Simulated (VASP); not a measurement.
Here is a VASP 6.6.1 calculation.

Contents of POSCAR:

```
ZnS
1.0
    3.8054755645      0.0000000000      0.0000000000
   -1.9027377822      3.2956385124      0.0000000000
    0.0000000000      0.0000000000      6.2440483056
Zn S
2 2
Direct
    0.3333333333      0.6666666667      0.0003405378
    0.6666666667      0.3333333333      0.5003405378
    0.3333333333      0.6666666667      0.3746594622
    0.6666666667      0.3333333333      0.8746594622
```

Contents of INCAR.step1:

```
SYSTEM = ZnS
ALGO = Normal
EDIFF = 1E-4
ENCUT = 520
GGA = PE
ISMEAR = -1
LASPH = .True.
LCHARG = .False.
LREAL = .False.
LWAVE = .True.
NBANDS = 26
NELM = 80
PREC = Accurate
SIGMA = 0.02
```

File INCAR.step2:

```
SYSTEM = ZnS
ALGO = Normal
EDIFF = 1E-6
ENCUT = 520
ISIF = 2
ISMEAR = -1
ISTART = 1
LASPH = .True.
LCHARG = .True.
LELF = .True.
LMIXTAU = .True.
LREAL = .False.
LVHAR = .True.
LWAVE = .False.
METAGGA = R2SCAN
NBANDS = 26
NELM = 80
PREC = Accurate
SIGMA = 0.02
```

The input KPOINTS:

```
k-points
0
Gamma
  12 12 4
  0 0 0
```

Potentials or basis: VASP PAW PBE potentials, release 64 (Zn, S).

The run is started by

```console
$ cat potpaw_PBE.64/Zn/POTCAR potpaw_PBE.64/S/POTCAR > POTCAR
$ cp INCAR.step1 INCAR
$ mpirun -np 1 vasp_std > vasp.out
$ cp INCAR.step2 INCAR
$ mpirun -np 1 vasp_std > vasp.out
```

**Question.** What does it give for the band gap on the k mesh?

**Answer.** 2.79 eV, direct.

**Question.** Estimate the pressure.

**Answer.** 0.1 GPa.

Caveat: the PAW data sets were made with another functional, which shifts forces and pressure a little. r2SCAN opens gaps a little over a GGA but as a rule still falls short of measured ones.
